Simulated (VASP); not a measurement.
Here is a VASP 6.6.1 calculation.

Contents of INCAR:

```
SYSTEM = CaInC6N6
PREC     = Accurate       ! precision mode
ENCUT    = 520            ! plane-wave cutoff, eV
EDIFF    = 1E-7           ! SCF threshold, eV
ISMEAR   = 0              ! smearing method
SIGMA    = 0.1            ! smearing width, eV
LREAL    = .False.        ! projectors in reciprocal space
LASPH    = .True.         ! aspherical terms in the spheres
NELM     = 80             ! most SCF steps
ALGO     = Normal         ! electronic algorithm
ISIF     = 2              ! what is computed and relaxed
LWAVE    = .False.        ! write WAVECAR
LCHARG   = .False.        ! write CHGCAR
GGA      = PE             ! functional
NBANDS   = 52             ! bands
```

Contents of KPOINTS:

```
regular mesh
0
Gamma
  6 6 6
  0 0 0
```

POSCAR

```
CaInC6N6
1.0
    0.0000000000      5.9151374977      5.9151374977
    5.9151374977      0.0000000000      5.9151374977
    5.9151374977      5.9151374977      0.0000000000
Ca In C N
1 1 6 6
Direct
    0.5000000000      0.5000000000      0.5000000000
    0.0000000000      0.0000000000      0.0000000000
    0.8062333938      0.1937666062      0.1937666062
    0.1937666062      0.8062333938      0.1937666062
    0.1937666062      0.1937666062      0.8062333938
    0.1937666062      0.8062333938      0.8062333938
    0.8062333938      0.1937666062      0.8062333938
    0.8062333938      0.8062333938      0.1937666062
    0.7078362545      0.2921637455      0.2921637455
    0.2921637455      0.7078362545      0.2921637455
    0.2921637455      0.2921637455      0.7078362545
    0.2921637455      0.7078362545      0.7078362545
    0.7078362545      0.2921637455      0.7078362545
    0.7078362545      0.7078362545      0.2921637455
```

Potentials or basis: VASP PAW PBE potentials, release 64 (Ca_sv, In_d, C, N).

The run is started by

```console
$ cat potpaw_PBE.64/Ca_sv/POTCAR potpaw_PBE.64/In_d/POTCAR potpaw_PBE.64/C/POTCAR potpaw_PBE.64/N/POTCAR > POTCAR
$ mpirun -np 1 vasp_std > vasp.out
```

Question: Predict the largest force.

Answer: 0.435 eV/Å.

Question: Estimate the pressure.

Answer: 0.4 GPa.

Question: Estimate the band gap on the k mesh.

Answer: Zero (an odd number of electrons rules out a gap without spin polarisation).

Forces in eV/Å, atoms in the order of the input:
```
Ca   0.000  0.000  0.000
In   0.000  0.000  0.000
C   -0.435  0.000  0.000
C    0.000 -0.435  0.000
C    0.000  0.000 -0.435
C    0.435  0.000  0.000
C    0.000  0.435  0.000
C    0.000  0.000  0.435
N    0.420  0.000  0.000
N    0.000  0.420  0.000
N    0.000  0.000  0.420
N   -0.420  0.000  0.000
N    0.000 -0.420  0.000
N    0.000  0.000 -0.420
```

Caveat: spin-orbit coupling is left out, which moves the levels of the heavy elements.
